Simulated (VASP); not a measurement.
A run of VASP 6.6.1 is set up as follows.

INCAR

```
PREC     = Accurate       # precision mode
ENCUT    = 520            # plane-wave cutoff, eV
EDIFF    = 1E-7           # SCF threshold, eV
ISMEAR   = 0              # smearing method
SIGMA    = 0.1            # smearing width, eV
LREAL    = False          # projectors in reciprocal space
LASPH    = True           # aspherical terms in the spheres
NELM     = 60             # most SCF steps
ALGO     = Normal         # electronic algorithm
ISIF     = 2              # what is computed and relaxed
LWAVE    = False          # write WAVECAR
LCHARG   = False          # write CHGCAR
GGA      = PE             # functional
NBANDS   = 30             # bands
```

KPOINTS

```
Automatic mesh
0
Gamma
  6 6 6
```

The input POSCAR:

```
Cu3O2
1.0
    2.9630035000      1.7106909000      2.1957922000
   -2.9630035000      1.7106909000      2.1957922000
    0.0000000000     -3.4213818000      2.1957922000
Cu O
3 2
Direct
    0.5000000000      0.0000000000      0.0000000000
    0.0000000000      0.5000000000      0.0000000000
    0.0000000000      0.0000000000      0.5000000000
    0.2629700000      0.2629700000      0.2629700000
    0.7370300000      0.7370300000      0.7370300000
```

Potentials or basis: VASP PAW PBE potentials, release 64 (Cu, O).

Command:

```bash
$ cat potpaw_PBE.64/Cu/POTCAR potpaw_PBE.64/O/POTCAR > POTCAR
$ mpirun -np 1 vasp_std > vasp.out
```

Q: What does it give for the largest force?

A: 0.085 eV/Å.

Q: Predict the pressure.

A: 0.8 GPa.

Stress tensor (GPa, compression positive):
```
1.08 0.00 0.00
0.00 1.08 0.00
0.00 0.00 0.34
```

Caveat: an odd number of electrons without spin polarisation forces a metal; a magnetic or distorted state may lie lower.
